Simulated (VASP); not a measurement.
A run of VASP 6.6.1 is set up as follows.

File INCAR:

```
  ALGO = Normal
  EDIFF = 1E-6
  ENCUT = 520
  GGA = RE
  ISIF = 2
  ISMEAR = -1
  LASPH = T
  LCHARG = T
  LELF = T
  LREAL = F
  LVHAR = T
  LWAVE = F
  NBANDS = 22
  NELM = 60
  PREC = Accurate
  SIGMA = 0.1
```

The input KPOINTS:

```
k-points
0
Gamma
  6 6 8
```

File POSCAR:

```
Ba
1.0
    7.6361084082      0.0000000000      0.0000000000
   -3.8180542041      6.6130638675      0.0000000000
    0.0000000000      0.0000000000      4.5362699043
Ba
3
Direct
    0.0000000000      0.0000000000      0.0000000000
    0.3333333333      0.6666666667      0.5000000000
    0.6666666667      0.3333333333      0.5000000000
```

Potentials or basis: VASP PAW PBE potentials, release 64 (Ba_sv).

Command:

```sh
$ cat potpaw_PBE.64/Ba_sv/POTCAR > POTCAR
$ mpirun -np 1 vasp_std > vasp.out
```

Q: What does it give for the band gap on the k mesh?

A: Zero (bands 15 and 16 overlap by 0.49 eV).

Q: What does it give for the pressure?

A: -0.7 GPa.

Caveat: the PAW data sets were made with another functional, which shifts forces and pressure a little; spin-orbit coupling is left out, which moves the levels of the heavy elements.
